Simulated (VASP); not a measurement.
# LiHF2 (R-3m) in VASP: notebook, part 2 of 3

VASP 6.6.1. The steps go on from the part before.

## Step 4: Vibrations by perturbation theory, PBEsol

This run uses another cell than the first one, of 8.48 Å³/atom.

INCAR

```
  ALGO = Normal
  EDIFF = 1E-8
  ENCUT = 520
  GGA = PS
  IBRION = 8
  ISIF = 2
  ISMEAR = 0
  LASPH = True
  LCHARG = True
  LEPSILON = True
  LREAL = False
  LWAVE = False
  NELM = 60
  NSW = 1
  PREC = Accurate
  SIGMA = 0.01
```

KPOINTS

```
k-points
0
Gamma
  8 8 8
```

POSCAR

```
LiHF2
1.0
    1.4955276471      0.8634432896      4.3795877372
   -1.4955276471      0.8634432896      4.3795877372
    0.0000000000     -1.7268865793      4.3795877372
Li H F
1 1 2
Direct
    0.0000000000      0.0000000000      0.0000000000
    0.5000000000      0.5000000000      0.5000000000
    0.4131272606      0.4131272606      0.4131272606
    0.5868727394      0.5868727394      0.5868727394
```

Potentials or basis: VASP PAW PBE potentials, release 64 (Li_sv, H, F).

On the command line:

```console
cat potpaw_PBE.64/Li_sv/POTCAR potpaw_PBE.64/H/POTCAR potpaw_PBE.64/F/POTCAR > POTCAR
mpirun -np 1 vasp_std > vasp.out
```

OUTCAR:

```text
EDIFF = 1E-8
   ENCUT = 520
   GGA = PS
   IBRION = 8
   ISIF = 2
   ISMEAR = 0
   LASPH = True
   LEPSILON = True
   LREAL = False
   NELM = 60
   NSW = 1
   PREC = Accurate

 ion  position               nearest neighbor table
   1  0.000  0.000  0.000-   4 2.02   3 2.02   4 2.02   4 2.02   3 2.02   3 2.02
   2  0.500  0.500  0.500-   3 1.14   4 1.14
   3  0.413  0.413  0.413-   2 1.14   1 2.02   1 2.02   1 2.02
   4  0.587  0.587  0.587-   2 1.14   1 2.02   1 2.02   1 2.02

  LATTYP: Found a trigonal (rhomboedric) cell.
 ALAT       =     4.7077516933
 COS(alpha) =     0.7981671786

  Lattice vectors:

 A1 = (   1.4955276471,   0.8634432896,   4.3795877372)
 A2 = (  -1.4955276471,   0.8634432896,   4.3795877372)
 A3 = (   0.0000000000,  -1.7268865793,   4.3795877372)

Analysis of symmetry for initial positions (statically):
=====================================================================
 Subroutine PRICEL returns:
 Original cell was already a primitive cell.

 Routine SETGRP: Setting up the symmetry group for a
 trigonal (rhombohedral) supercell.

 Subroutine GETGRP returns: Found 12 space group operations
 (whereof 12 operations were pure point group operations)
 out of a pool of 12 trial point group operations.

The static configuration has the point symmetry D_3d.

Analysis of symmetry for dynamics (positions and initial velocities):
=====================================================================
 Subroutine PRICEL returns:
 Original cell was already a primitive cell.

 Routine SETGRP: Setting up the symmetry group for a
 trigonal (rhombohedral) supercell.

 Subroutine GETGRP returns: Found 12 space group operations
 (whereof 12 operations were pure point group operations)
 out of a pool of 12 trial point group operations.

The dynamic configuration has the point symmetry D_3d.

 Subroutine INISYM returns: Found 12 space group operations
 (whereof 12 operations are pure point group operations),
 and found     1 'primitive' translations

----------------------------------------------------------------------------------------

                                     Primitive cell

  volume of cell :      33.9323

  direct lattice vectors                    reciprocal lattice vectors
     1.495527647  0.863443290  4.379587737     0.334330162  0.193025609  0.076110665
    -1.495527647  0.863443290  4.379587737    -0.334330162  0.193025609  0.076110665
     0.000000000 -1.726886579  4.379587737     0.000000000 -0.386051218  0.076110665
[... 618 lines left out ...]
           1.842801    -0.000000    -0.000000
           0.000000     1.842801    -0.000000
           0.000000    -0.000000     2.117346
 ------------------------------------------------------

 PIEZOELECTRIC TENSOR (including local field effects)  for field in x, y, z        (e  Angst)
          XX          YY          ZZ          XY          YZ          ZX
  --------------------------------------------------------------------------------
  x     0.00000     0.00000     0.00000     0.00000     0.00000     0.00000
  y     0.00000     0.00000     0.00000     0.00000     0.00000     0.00000
  z     0.00000     0.00000     0.00000     0.00000     0.00000     0.00000

 PIEZOELECTRIC TENSOR (including local field effects)  for field in x, y, z        (C/m^2)
          XX          YY          ZZ          XY          YZ          ZX
  --------------------------------------------------------------------------------
  x     0.00000     0.00000     0.00000     0.00000     0.00000     0.00000
  y     0.00000     0.00000     0.00000     0.00000     0.00000     0.00000
  z     0.00000     0.00000     0.00000     0.00000     0.00000     0.00000

 BORN EFFECTIVE CHARGES (including local field effects) (in |e|, cummulative output)
 ---------------------------------------------------------------------------------
 ion    1
    1     1.07167     0.00000     0.00000
    2     0.00000     1.07167    -0.00000
    3     0.00000    -0.00000     1.06979
 ion    2
    1     0.38105     0.00000     0.00000
    2     0.00000     0.38105    -0.00000
    3     0.00000    -0.00000     1.99360
 ion    3
    1    -0.72636     0.00000     0.00000
    2     0.00000    -0.72636     0.00000
    3     0.00000     0.00000    -1.53170
 ion    4
    1    -0.72636     0.00000     0.00000
    2     0.00000    -0.72636     0.00000
    3     0.00000     0.00000    -1.53170

 INTERNAL STRAIN TENSOR FOR ION    4 for displacements in x,y,z  (eV/Angst):
          X           Y           Z          XY          YZ          ZX
  --------------------------------------------------------------------------------
  x    -0.00000    -0.00000    -0.00000     0.02626    -0.00000     1.96413
  y     0.02626    -0.02626     0.00000     0.00000     1.50732    -0.00000
  z     1.99360     1.99360   -25.59600    -0.00000     0.00000     0.00000

 SECOND DERIVATIVES (NOT SYMMETRIZED)
 ------------------------------------
               1X          1Y          1Z          2X          2Y          2Z          3X          3Y          3Z          4X          4Y          4Z
  1X    -1.984480    0.000000    0.000000    0.025431    0.000000    0.000000    0.979525    0.000000    0.000000    0.979525    0.000000    0.000000
  1Y     0.000000   -1.984480    0.000000    0.000000    0.025431   -0.000000    0.000000    0.979525    0.000000    0.000000    0.979525    0.000000
  1Z     0.000000    0.000000   -3.993930    0.000000   -0.000000    4.188303    0.000000    0.000000   -0.097186    0.000000    0.000000   -0.097186
  2X     0.009463    0.000000   -0.000000   -4.553794    0.000000    0.000000    2.272166    0.000000    0.000000    2.272166    0.000000    0.000000
  2Y     0.000000    0.009463   -0.000000    0.000000   -4.553794    0.000000    0.000000    2.272166   -0.000000    0.000000    2.272166   -0.000000
  2Z     0.000000   -0.000000    4.248147    0.000000    0.000000  -11.485857    0.000000   -0.000000    3.618855    0.000000   -0.000000    3.618855
  3X     0.943888    0.000000    0.000000    2.271345    0.000000    0.000000   -2.448933   -0.000000    0.000000   -0.766300    0.000000    0.000000
  3Y    -0.000000    0.943888    0.000000    0.000000    2.271345   -0.000000    0.000000   -2.448933    0.000000    0.000000   -0.766300   -0.000000
  3Z     0.000000    0.000000   -0.195992    0.000000   -0.000000    3.626145    0.000000    0.000000  -17.640313    0.000000   -0.000000   14.210159
  4X     0.943888    0.000000    0.000000    2.271345    0.000000    0.000000   -0.766300    0.000000    0.000000   -2.448933   -0.000000    0.000000
  4Y    -0.000000    0.943888    0.000000    0.000000    2.271345   -0.000000    0.000000   -0.766300   -0.000000    0.000000   -2.448933    0.000000
  4Z     0.000000    0.000000   -0.195992    0.000000   -0.000000    3.626145    0.000000   -0.000000   14.210159    0.000000    0.000000  -17.640313

 Eigenvectors and eigenvalues of the dynamical matrix
 ----------------------------------------------------

   1 f  =   53.771211 THz   337.854485 2PiTHz 1793.614548 cm-1   222.379762 meV
             X         Y         Z           dx          dy          dz
      0.000000  0.000000  0.000000    -0.000000    0.000000   -0.139548
      0.000000 -0.000000  6.569382    -0.000000   -0.000000    0.985192
      0.000000 -0.000000  5.427981     0.000000    0.000000   -0.070436
      0.000000 -0.000000  7.710782     0.000000    0.000000   -0.070436
[... 71 lines left out ...]
  12 f/i=    0.115412 THz     0.725153 2PiTHz    3.849722 cm-1     0.477304 meV
             X         Y         Z           dx          dy          dz
      0.000000  0.000000  0.000000    -0.000000    0.000000   -0.379885
      0.000000 -0.000000  6.569382    -0.000000    0.000000   -0.146163
      0.000000 -0.000000  5.427981    -0.000000    0.000000   -0.645881
      0.000000 -0.000000  7.710782    -0.000000    0.000000   -0.645881

--------------------------------------------------------------------------------------------------------

 MACROSCOPIC STATIC DIELECTRIC TENSOR IONIC CONTRIBUTION
 ------------------------------------------------------
           3.303102     0.000000     0.000000
           0.000000     3.303102    -0.000000
           0.000000    -0.000000     9.121316
 ------------------------------------------------------

 ELASTIC MODULI CONTR FROM IONIC RELAXATION (kBar)
 Direction    XX          YY          ZZ          XY          YZ          ZX
 --------------------------------------------------------------------------------
 XX         -11.8226    -11.7452    151.2942      0.0000     -2.2212      0.0000
 YY         -11.7452    -11.8226    151.2942      0.0000      2.2212      0.0000
 ZZ         151.2942    151.2942  -1942.4788     -0.0000      0.0000     -0.0000
 XY           0.0000      0.0000     -0.0000     -0.0387     -0.0000     -2.8943
 YZ          -2.2212      2.2212      0.0000     -0.0000   -127.5111     -0.0000
 ZX           0.0000      0.0000     -0.0000     -2.8943     -0.0000   -216.5114
 --------------------------------------------------------------------------------

 PIEZOELECTRIC TENSOR IONIC CONTR  for field in x, y, z        (C/m^2)
          XX          YY          ZZ          XY          YZ          ZX
  --------------------------------------------------------------------------------
  x     0.00000     0.00000    -0.00000     0.00000     0.00000     0.00000
  y     0.00000     0.00000    -0.00000     0.00000     0.00000     0.00000
  z    -0.00000     0.00000     0.00000    -0.00000    -0.00000    -0.00000
```

OSZICAR:

```text
N       E                     dE             d eps       ncg     rms          rms(c)
DAV:   1     0.975684081173E+02    0.97568E+02   -0.98698E+03  1698   0.137E+03
DAV:   2    -0.147430683656E+02   -0.11231E+03   -0.10755E+03  1946   0.300E+02
DAV:   3    -0.193873033406E+02   -0.46442E+01   -0.46264E+01  2286   0.628E+01
[... 289 lines left out ...]
RMM:  10    -0.545391555508E+00   -0.20648E-05   -0.26558E-06  4307   0.137E-03    0.614E-05
RMM:  11    -0.545391151053E+00    0.40445E-06    0.72533E-07  4341   0.650E-04    0.324E-05
RMM:  12    -0.545391160877E+00   -0.98233E-08   -0.20456E-07  4432   0.314E-04    0.121E-05
RMM:  13    -0.545391143368E+00    0.17508E-07   -0.11734E-07  4411   0.152E-04    0.476E-06
RMM:  14    -0.545391171702E+00   -0.28334E-07   -0.74291E-08  4420   0.734E-05    0.349E-06
RMM:  15    -0.545391175180E+00   -0.34785E-08    0.41999E-09  4395   0.385E-05    0.952E-07
 Linear response finished
```

Wall time 40 min (1 thread of Oxide Virtual Turin-like, shared host); peak memory 0.47 GiB.

Results:

```yaml
Electronic_dielectric_tensor_diagonal: 1.84, 1.84, 2.12
Born_charges_mean_of_the_diagonal: Li +1.07; H +0.92; F -0.99 e
Highest_phonon_frequency_at_Γ_LO-TO_splitting_left_out: 1794 cm⁻¹
```

Phonon frequencies in cm⁻¹ (negative: imaginary):
| q point | frequencies |
| --- | --- |
| (0.000, 0.000, 0.000) | -4 -2 -2 155 155 300 300 332 675 1127 1127 1794 |

Electronic dielectric tensor:
```
1.84 0.00 0.00
0.00 1.84 0.00
0.00 0.00 2.12
```

Born effective charge tensors (e):
atom 1, Li
```
1.07 0.00 0.00
0.00 1.07 0.00
0.00 0.00 1.07
```
atom 2, H
```
0.38 0.00 0.00
0.00 0.38 0.00
0.00 0.00 1.99
```
atom 3, F
```
-0.73  0.00  0.00
 0.00 -0.73  0.00
 0.00  0.00 -1.53
```
atom 4, F
```
-0.73  0.00  0.00
 0.00 -0.73  0.00
 0.00  0.00 -1.53
```

Caveat: the cutoff is under 1.25 times the usual one of these potentials, so pressure, stress and relaxed cells hold a basis-set (Pulay) error; the PAW data sets were made with another functional, which shifts forces and pressure a little.

(Part 2 of 3 ends here.)
